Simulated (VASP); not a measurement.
# Au (Cmcm) in VASP: a series of runs

The runs below take Au through relaxation of cell and atoms, with PBEsol.

All numbers are computed with VASP 6.6.1; they aren't measurements. Logs are shortened: lines on timing, memory, paths and dates and some standing lists are left out, and cuts for length are marked.

### Step 1. The cell of the first run

It takes space group Cmcm (No. 63, orthorhombic). Conventional cell: a = 2.823 Å, b = 5.112 Å, c = 4.893 Å, α = 90.00°, β = 90.00°, γ = 90.00°. Au (site symmetry m2m) has 12 Au at 2.82 to 2.97 Å within 3.7 Å.

### Step 2. Relaxation of cell and atoms, PBEsol

File INCAR:

```
SYSTEM = Au
PREC = Accurate
ENCUT = 600
EDIFF = 1E-7
ISMEAR = -1
SIGMA = 0.05
LREAL = .FALSE.
LASPH = .TRUE.
NELM = 60
ALGO = Fast
ISIF = 3
LWAVE = .FALSE.
LCHARG = .FALSE.
GGA = PS
IBRION = 2
NSW = 60
EDIFFG = -0.01
```

File KPOINTS:

```
regular mesh
0
G
  11 11 6
  0 0 0
```

File POSCAR:

```
Au
1.0
    1.4113099650     -2.5559330250      0.0000000000
    1.4113099650      2.5559330250      0.0000000000
    0.0000000000      0.0000000000      4.8931696100
Au
2
Direct
    0.3346720300      0.6653279700      0.2500000000
    0.6653279700      0.3346720300      0.7500000000
```

Potentials or basis: VASP PAW PBE potentials, release 64 (Au).

Started as:

```
$ cat potpaw_PBE.64/Au/POTCAR > POTCAR
$ mpirun -np 1 vasp_std > vasp.out
```

OUTCAR:

```text
SYSTEM = Au
   PREC = Accurate
   ENCUT = 600
   EDIFF = 1E-7
   ISMEAR = -1
   LREAL = .FALSE.
   LASPH = .TRUE.
   NELM = 60
   ISIF = 3
   GGA = PS
   IBRION = 2
   NSW = 60
   EDIFFG = -0.01

 ion  position               nearest neighbor table
   1  0.335  0.665  0.250-   2 2.95   2 2.95   2 2.95   2 2.95   2 2.97   2 2.97
   2  0.665  0.335  0.750-   1 2.95   1 2.95   1 2.95   1 2.95   1 2.97   1 2.97

  LATTYP: Found a base centered orthorhombic cell.
 ALAT       =     2.8226199300
 B/A-ratio  =     1.8110359088
 C/A-ratio  =     1.7335559627

  Lattice vectors:

 A1 = (   1.4113099650,  -2.5559330250,   0.0000000000)
 A2 = (   1.4113099650,   2.5559330250,   0.0000000000)
 A3 = (   0.0000000000,   0.0000000000,   4.8931696100)

Analysis of symmetry for initial positions (statically):
=====================================================================
 Subroutine PRICEL returns:
 Original cell was already a primitive cell.

 Routine SETGRP: Setting up the symmetry group for a
 base centered orthorhombic supercell.

 Subroutine GETGRP returns: Found  8 space group operations
 (whereof  4 operations were pure point group operations)
 out of a pool of  8 trial point group operations.

The static configuration has the point symmetry C_2h.
 The point group associated with its full space group is D_2h.

Analysis of symmetry for dynamics (positions and initial velocities):
=====================================================================
 Subroutine PRICEL returns:
 Original cell was already a primitive cell.

 Routine SETGRP: Setting up the symmetry group for a
 base centered orthorhombic supercell.

 Subroutine GETGRP returns: Found  8 space group operations
 (whereof  4 operations were pure point group operations)
 out of a pool of  8 trial point group operations.

The dynamic configuration has the point symmetry C_2h.
 The point group associated with its full space group is D_2h.

 Subroutine INISYM returns: Found  8 space group operations
 (whereof  4 operations are pure point group operations),
 and found     1 'primitive' translations

----------------------------------------------------------------------------------------

                                     Primitive cell

  volume of cell :      35.3014

  direct lattice vectors                    reciprocal lattice vectors
     1.411309965 -2.555933025  0.000000000     0.354280783 -0.195623279  0.000000000
     1.411309965  2.555933025  0.000000000     0.354280783  0.195623279  0.000000000
     0.000000000  0.000000000  4.893169610     0.000000000  0.000000000  0.204366511

  length of vectors
     2.919689957  2.919689957  4.893169610     0.404701545  0.404701545  0.204366511

  position of ions in fractional coordinates (direct lattice)
     0.334672030  0.665327970  0.250000000
     0.665327970  0.334672030  0.750000000

  ion indices of the primitive-cell ions
   primitive index   ion index
                 1           1
                 2           2

----------------------------------------------------------------------------------------

 KPOINTS: regular mesh

Automatic generation of k-mesh.
 Grid dimensions read from file:
 generate k-points for:   11   11    6

 Generating k-lattice:

  Cartesian coordinates                     Fractional coordinates (reciprocal lattice)
     0.032207344 -0.017783934  0.000000000     0.090909091  0.000000000  0.000000000
     0.032207344  0.017783934  0.000000000     0.000000000  0.090909091  0.000000000
     0.000000000  0.000000000  0.034061085     0.000000000  0.000000000  0.166666667

  Length of vectors
     0.036791050  0.036791050  0.034061085

  Shift w.r.t. Gamma in fractional coordinates (k-lattice)
     0.000000000  0.000000000  0.000000000

 Subroutine IBZKPT returns following result:
 ===========================================

 Found    144 irreducible k-points:

 Following reciprocal coordinates:
            Coordinates               Weight
  0.000000  0.000000  0.000000      1.000000
  0.090909  0.000000  0.000000      4.000000
  0.181818 -0.000000  0.000000      4.000000
  0.272727  0.000000  0.000000      4.000000
  0.363636  0.000000  0.000000      4.000000
  0.454545 -0.000000  0.000000      4.000000
[... 16 lines left out ...]
 -0.272727  0.181818  0.000000      4.000000
 -0.181818  0.181818  0.000000      2.000000
 [... further k-points ...]
   k-points           NKPTS =    144   k-points in BZ     NKDIM =    144   number of bands    NBANDS=     15
   number of dos      NEDOS =    301   number of ions     NIONS =      2
   total plane-waves  NPLWV =  23040
   dimension x,y,z NGX =    24 NGY =   24 NGZ =   40
   dimension x,y,z NGXF=    48 NGYF=   48 NGZF=   80
   ions per type =               2
   NGX,Y,Z   is equivalent  to a cutoff of  13.67, 13.67, 13.59 a.u.
   NGXF,Y,Z  is equivalent  to a cutoff of  27.33, 27.33, 27.18 a.u.
 SYSTEM =  Au
   PREC   = accura    normal or accurate (medium, high low for compatibility)
   ISTART =      0    job   : 0-new  1-cont  2-samecut
   ICHARG =      2    charge: 1-file 2-atom 10-const
   ISPIN  =      1    spin polarized calculation?
   LNONCOLLINEAR =      F non collinear calculations
   LSORBIT =      F    spin-orbit coupling
   LASPH  =      T    aspherical Exc in radial PAW
   ENCUT  =  600.0 eV  44.10 Ry    6.64 a.u.   5.83  5.83  9.77*2*pi/ulx,y,z
   NELM   =     60;   NELMIN=  2; NELMDL= -5     # of ELM steps
   EDIFF  = 0.1E-06   stopping-criterion for ELM
   LREAL  =      F    real-space projection
   EDIFFG = -.1E-01   stopping-criterion for IOM
   NSW    =     60    number of steps for IOM
   IBRION =      2    ionic relax: 0-MD 1-quasi-New 2-CG
   NFREE  =      1    steps in history (QN), initial steepest desc. (CG)
   ISIF   =      3    stress and relaxation
   ISYM   =      2    0-nonsym 1-usesym 2-fastsym
   POTIM  = 0.5000    time-step for ionic-motion
   TEBEG  =    0.0;   TEEND  =   0.0 temperature during run
   PSTRESS=    0.0 pullay stress
   NELECT =      22.0000    total number of electrons
   NUPDOWN=      -1.0000    fix difference up-down
   EMIN   =  10.00;   EMAX   =-10.00  energy-range for DOS
   EFERMI =   0.00;   METHOD = LEGACY
   ISMEAR =    -1;   SIGMA  =   0.05  broadening in eV -4-tet -1-fermi 0-gaus
   EFERMI_NEDOS =   21; number of points for ismear=-14 and -15
   IALGO  =     68    algorithm
   IMIX   =      4    mixing-type and parameters
     AMIX     =   0.40;   BMIX     =  1.00
     AMIX_MAG =   1.60;   BMIX_MAG =  1.00
  volume/ion in A,a.u.               =      17.65       119.11
  Fermi-wavevector in a.u.,A,eV,Ry     =   1.398358  2.642513 26.604898  1.955405
  Thomas-Fermi vector in A             =   2.521524
   LORBIT       =      0    0 simple, 1 ext, 2 COOP (PROOUT), +10 PAW based schemes
   GGA     = PS    functional components
   LHFCALC =     F    Hartree Fock is set to
   AEXX    =    0.0000 exact exchange contribution
   IVDW    =     0    specifies the selected vdW correction
   LEPSILON=     F    determine dielectric tensor
   LRPA    =     F    only Hartree local field effects (RPA)
 conjugate gradient relaxation of ions
 non-spin polarized calculation
 RMM-DIIS sequential band-by-band and
  energy-cutoff  :      600.00
  volume of cell :       35.30
 maximum number of plane-waves:      1195
   NGX = 11   NGY = 11   NGZ = 19

--------------------------------------- Ionic step        1  -------------------------------------------

 number of electron      21.9999997 magnetization

 Free energy of the ion-electron system (eV)
  ---------------------------------------------------
  ext. energy  EPLUGINS =         0.00000000
  ---------------------------------------------------
  free energy    TOTEN  =        -7.80583479 eV

  energy without entropy =       -7.79837649  energy(sigma->0) =       -7.80210564

------------------------ aborting loop because EDIFF is reached ----------------------------------------

  FORCE on cell =-STRESS in cart. coord.  units (eV):
  Direction    XX          YY          ZZ          XY          YZ          ZX
  --------------------------------------------------------------------------------------
  -------------------------------------------------------------------------------------
  Total       -0.6227982     -1.5192961     -1.4328448      0.0000000      0.0000000      0.0000000
  in kB      -28.2660912    -68.9542202    -65.0305750      0.0000000      0.0000000      0.0000000
  external PRESSURE =     -54.0836288 kB  Pullay stress =       0.0000000 kB
[... 21 lines left out ...]
  energy  without entropy=       -7.7983764887  energy(sigma->0) =       -7.80210564

--------------------------------------- Ionic step        2  -------------------------------------------

 number of electron      22.0000000 magnetization

 E-fermi :  10.1338     XC(G=0): -13.1974

 val. band max:       10.0854511732   @ k =   0.3636   0.0909   0.5000
 cond. band min:      10.1381697507   @ k =  -0.4545   0.2727   0.5000
 fundamental gap:      0.0527185775
 Fermi energy:        10.1337637763

 k-point     1 :       0.0000    0.0000    0.0000
  band No.  band energies     occupation
      1      -0.3135      2.00000
      2       2.2518      2.00000
      3       4.9916      2.00000
      4       5.1505      2.00000
      5       5.4870      2.00000
      6       5.5284      2.00000
      7       5.8085      2.00000
      8       6.3685      2.00000
      9       6.4963      2.00000
     10       7.9315      2.00000
     11       7.9454      2.00000
     12       8.6885      2.00000
     13      13.1008      0.00000
     14      24.6627      0.00000
     15      25.8680      0.00000
[... 397 lines left out ...]
 k-point    24 :      -0.1818    0.1818    0.0000
  band No.  band energies     occupation
      1       0.7012      2.00000
      2       2.9817      2.00000
      3       4.5993      2.00000
      4       5.1263      2.00000
      5       5.3008      2.00000
      6       5.8380      2.00000
      7       6.1248      2.00000
      8       6.1813      2.00000
      9       6.2863      2.00000
     10       6.4553      2.00000
     11       8.0928      2.00000
     12      11.8989      0.00000
     13      13.0884      0.00000
     14      22.4682      0.00000
     15      26.0628      0.00000

 [... further k-points ...]
[... 5 lines left out ...]
  --------------------------------------------------------------------------------------
  -------------------------------------------------------------------------------------
  Total        2.5040521      1.9111612      1.7879758      0.0000000      0.0000000      0.0000000
  in kB      124.0583489     94.6847304     88.5817526      0.0000000      0.0000000      0.0000000
  external PRESSURE =     102.4416107 kB  Pullay stress =       0.0000000 kB
[... 237 lines left out ...]
  energy  without entropy=       -7.8321868295  energy(sigma->0) =       -7.83615548

--------------------------------------- Ionic step        9  -------------------------------------------

 number of electron      22.0000003 magnetization

 Free energy of the ion-electron system (eV)
  ---------------------------------------------------
  ext. energy  EPLUGINS =         0.00000000
  ---------------------------------------------------
  free energy    TOTEN  =        -7.84013283 eV

  energy without entropy =       -7.83213461  energy(sigma->0) =       -7.83613372

 E-fermi :   9.2807     XC(G=0): -12.8968

 val. band max:        9.2724271169   @ k =  -0.4545   0.4545   0.5000
 cond. band min:       9.2821234033   @ k =  -0.4545   0.2727   0.5000
 fundamental gap:      0.0096962864
 Fermi energy:         9.2807283230

 k-point     1 :       0.0000    0.0000    0.0000
  band No.  band energies     occupation
      1      -0.6315      2.00000
      2       1.8957      2.00000
      3       4.4834      2.00000
      4       4.7070      2.00000
      5       4.7553      2.00000
      6       5.0502      2.00000
      7       5.0666      2.00000
      8       5.6687      2.00000
      9       5.7373      2.00000
     10       7.1005      2.00000
     11       7.1526      2.00000
     12       8.1354      2.00000
     13      12.0854      0.00000
     14      23.8110      0.00000
     15      25.1387      0.00000
[... 397 lines left out ...]
 k-point    24 :      -0.1818    0.1818    0.0000
  band No.  band energies     occupation
      1       0.3568      2.00000
      2       2.6091      2.00000
      3       4.1269      2.00000
      4       4.6764      2.00000
      5       4.7262      2.00000
      6       5.2634      2.00000
      7       5.3748      2.00000
      8       5.4206      2.00000
      9       5.6542      2.00000
     10       5.6849      2.00000
     11       7.2454      2.00000
     12      11.1184      0.00000
     13      12.1049      0.00000
     14      21.4834      0.00000
     15      24.3971      0.00000

 [... further k-points ...]
[... 5 lines left out ...]
  --------------------------------------------------------------------------------------
  -------------------------------------------------------------------------------------
  Total        0.0080389      0.0038509      0.0011419      0.0000000     -0.0000000      0.0000000
  in kB        0.3786610      0.1813907      0.0537893      0.0000000     -0.0000000      0.0000000
  external PRESSURE =       0.2046137 kB  Pullay stress =       0.0000000 kB
[... 17 lines left out ...]
  FREE ENERGIE OF THE ION-ELECTRON SYSTEM (eV)
  ---------------------------------------------------
  free  energy   TOTEN  =        -7.8401328263 eV

  energy  without entropy=       -7.8321346054  energy(sigma->0) =       -7.83613372

 reached required accuracy - stopping structural energy minimisation
```

Run time: 2.5 min. Hardware: 1 thread of Intel Xeon 6975P-C (Granite Rapids), shared host; peak memory 0.23 GiB.

Results:

```yaml
Free_energy: -7.8401 eV
Relaxed_volume: 17.01 Å³/atom
Relaxed_cell: a = 2.870 Å, b = 2.870 Å, c = 4.776 Å, α = 90.00°, β = 90.00°, γ = 120.14°
Space_group_after_relaxing_to_0.1_Å: P6_3/mmc (No. 194)
Energy_gained_by_relaxing: 17.1 meV/atom
Ionic_steps: 9
Pressure_after_relaxing: 0.0 GPa
Band_gap_on_the_k_mesh: zero (bands 11 and 12 overlap by 6.34 eV)
```

Forces in eV/Å, atoms in the order of the input:
```
Au   0.000  0.002  0.000
Au   0.000 -0.002  0.000
```

The path:
```csv
step,energy change (eV),largest force (eV/Å),pressure (GPa),volume (Å³)
1,0.0000,0.0202,-5.41,35.30
2,0.0198,0.0249,10.24,32.34
3,-0.0265,0.0287,0.49,33.97
4,-0.0330,0.0125,0.18,33.99
5,-0.0342,0.0048,0.04,34.00
6,-0.0342,0.0017,0.05,34.00
7,-0.0343,0.0024,-0.07,34.03
8,-0.0343,0.0026,-0.08,34.03
9,-0.0343,0.0024,0.02,34.01
```

Final structure:
```yaml
crystal:
  lattice:
    - [1.43192, -2.48702, 0.00000]
    - [1.43192, 2.48702, 0.00000]
    - [0.00000, 0.00000, 4.77560]
  atoms:
    - { symbol: Au, position: [0.33515, 0.66485, 0.25000] }
    - { symbol: Au, position: [0.66485, 0.33515, 0.75000] }
```

Caveat: the PAW data sets were made with another functional, which shifts forces and pressure a little; spin-orbit coupling is left out, which moves the levels of the heavy elements.

### Step 3. Relaxation of cell and atoms, PBEsol, target pressure 2 GPa, at which the enthalpy is minimised

File INCAR:

```
SYSTEM = Au
PREC = Accurate
ENCUT = 600
EDIFF = 1E-6
ISMEAR = -1
SIGMA = 0.05
LREAL = .False.
LASPH = .True.
NELM = 80
ALGO = Normal
ISIF = 3
LWAVE = .False.
LCHARG = .False.
GGA = PS
IBRION = 2
NSW = 60
EDIFFG = -0.01
PSTRESS = 20.0
```

File KPOINTS:

```
regular mesh
0
Gamma
  11 11 6
  0 0 0
```

POSCAR is that of step 2.

Potentials or basis: VASP PAW PBE potentials, release 64 (Au).

Started as:

```
$ cat potpaw_PBE.64/Au/POTCAR > POTCAR
$ mpirun -np 1 vasp_std > vasp.out
```

Run time: 2.6 min. Hardware: 1 thread of Intel Xeon 6975P-C (Granite Rapids), shared host; peak memory 0.24 GiB.

Results (log left out):

- Free energy: -7.8377 eV
- Relaxed volume: 16.81 Å³/atom
- Relaxed cell: a = 2.861 Å, b = 2.861 Å, c = 4.752 Å, α = 90.00°, β = 90.00°, γ = 120.18°
- Space group after relaxing (to 0.1 Å): P6_3/mmc (No. 194)
- Energy change on relaxing (the run minimises the enthalpy): -15.9 meV/atom
- Ionic steps: 14
- Pressure after relaxing: 2.0 GPa
- Band gap on the k mesh: zero (bands 11 and 12 overlap by 6.39 eV)

Forces in eV/Å, atoms in the order of the input:
```
Au   0.000  0.003  0.000
Au   0.000 -0.003  0.000
```

Stress tensor (GPa, compression positive):
```
2.04 0.00 0.00
0.00 1.96 0.00
0.00 0.00 2.08
```

The path:
```
step  energy change (eV)  largest force (eV/Å)  pressure (GPa)  volume (Å³)
   1              0.0000                0.0201           -5.40        35.30
   2              0.1128                0.0260           18.54        31.29
   3             -0.0232                0.0318            2.34        33.63
   4             -0.0228                0.0320            2.50        33.60
   5             -0.0301                0.0137            2.27        33.59
   6             -0.0313                0.0043            2.25        33.59
   7             -0.0313                0.0026            2.25        33.59
   8             -0.0328                0.0025            1.54        33.71
   9             -0.0320                0.0027            1.99        33.64
  10             -0.0320                0.0025            1.99        33.64
  11             -0.0324                0.0026            1.76        33.67
  12             -0.0320                0.0026            1.93        33.64
  13             -0.0316                0.0031            2.12        33.61
  14             -0.0318                0.0028            2.03        33.62
```

Final structure:
```cif
data_structure
_symmetry_space_group_name_H-M 'P 1'
_symmetry_Int_Tables_number 1
_cell_length_a 2.8610
_cell_length_b 2.8610
_cell_length_c 4.7519
_cell_angle_alpha 90.000
_cell_angle_beta 90.000
_cell_angle_gamma 120.176
_cell_volume 33.62
loop_
_atom_site_label
_atom_site_type_symbol
_atom_site_fract_x
_atom_site_fract_y
_atom_site_fract_z
_atom_site_occupancy
Au1 Au 0.33519 0.66481 0.25000 1
Au2 Au 0.66481 0.33519 0.75000 1
```

Levels at points of the mesh, in eV from the Fermi level:
```
           k point  band 8  band 9  band 10  band 11  band 12  band 13  band 14  band 15
(0.00, 0.00, 0.00)   -3.67   -3.59    -2.20    -2.14    -1.19     2.88    14.51    15.89
(0.00, 0.00, 0.50)   -4.65   -2.66    -2.66    -2.63    -2.63    10.94    10.94    14.83
```

Caveat: the cell is relaxed towards a set pressure, so the run minimises the enthalpy, not the energy; the PAW data sets were made with another functional, which shifts forces and pressure a little; spin-orbit coupling is left out, which moves the levels of the heavy elements.

The gap in the log of VASP goes by the Fermi energy; the results here count the filled bands.